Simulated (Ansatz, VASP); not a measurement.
## MnBr3: VASP beside Ansatz

File INCAR:

```
PREC     = Accurate       # precision mode
ENCUT    = 520            # plane-wave cutoff, eV
EDIFF    = 1E-6           # SCF threshold, eV
ISMEAR   = 0              # smearing method
SIGMA    = 0.05           # smearing width, eV
LREAL    = F              # projectors in reciprocal space
LASPH    = T              # aspherical terms in the spheres
NELM     = 150            # most SCF steps
ALGO     = Normal         # electronic algorithm
ISIF     = 2              # what is computed and relaxed
LWAVE    = F              # write WAVECAR
LCHARG   = F              # write CHGCAR
ISPIN    = 2              # spin polarisation
MAGMOM   = 4.03 0 0 0     # initial moments
LORBIT   = 11             # projections on sites
LMAXMIX  = 4              # l up to which the mixer works
GGA      = PS             # functional
NBANDS   = 29             # bands
```

Contents of KPOINTS:

```
regular mesh
0
Gamma
  6 6 6
```

The input POSCAR:

```
MnBr3
1.0
    4.9922885345      0.0000000000      0.0000000000
    0.0000000000      4.9423656492      0.0000000000
    0.0000000000      0.0000000000      4.9922885345
Mn Br
1 3
Direct
    0.0000000000      0.0000000000      0.0000000000
    0.5000000000      0.0000000000      0.0000000000
    0.0000000000      0.0000000000      0.5000000000
    0.0000000000      0.5000000000      0.0000000000
```

Input for Ansatz:

```yaml
crystal:
  lattice:
    - [4.9922885345, 0.0, 0.0]
    - [0.0, 4.9423656492, 0.0]
    - [0.0, 0.0, 4.9922885345]
  atoms:
    - { symbol: Mn, position: [0.0, 0.0, 0.0], spin: 4.03 }
    - { symbol: Br, position: [0.5, 0.0, 0.0] }
    - { symbol: Br, position: [0.0, 0.0, 0.5] }
    - { symbol: Br, position: [0.0, 0.5, 0.0] }
basis:
  ecutwfc: 420
  ecutrho_ratio: 4
kpoints:
  mp_grid: { grid: [6, 6, 6] }
hamiltonian:
  xc: pbesol
scf:
  occupations: { method: gaussian, width: 0.05 }
output:
  forces: true
  stress: true
  eigenvalues: true
  populations: true
magnetization:
  spin_polarized: true
```

Change from the starting cell: strain e2 = -0.01, atoms carried along.

Alike in both runs: task single point; functional PBEsol; k mesh 6 × 6 × 6; occupations gaussian, width 0.05 eV; collinear spin.

```csv
,VASP,Ansatz
version,VASP 6.6.1,Ansatz 0.2.0
potentials or method,"VASP PAW PBE potentials, release 64 (Mn_pv, Br), cutoff 520 eV","scalar-relativistic, plane waves, PAW"
valence electrons in the cell,34,36
```

|  | VASP | Ansatz | Ansatz less VASP |
| --- | --- | --- | --- |
| gap on the k mesh at the Fermi level (eV) | none | none | - |
| pressure (GPa) | 0.4 | 0.4 | -0.05 |
| traceless stress, the component that is largest in VASP (GPa) | 0.49 | 0.49 | -0.002 |
| net moment per atom (μB) | 1.04 | 1.04 | -0.001 |
| size of the moment on the site where the two differ most (μB) | 3.73 | 3.63 | -0.097 |

VASP's potentials were made for PBE, not for PBEsol. Site moments also hang on the region over which each program counts them. A gap of «none» marks a metal or a gap that the smearing closes. With one functional, cell and mesh, what is left measures potentials, basis and numerics. VASP's potentials hold 34 valence electrons a cell and Ansatz's 36, so a difference there can come from the potentials and not from the codes.
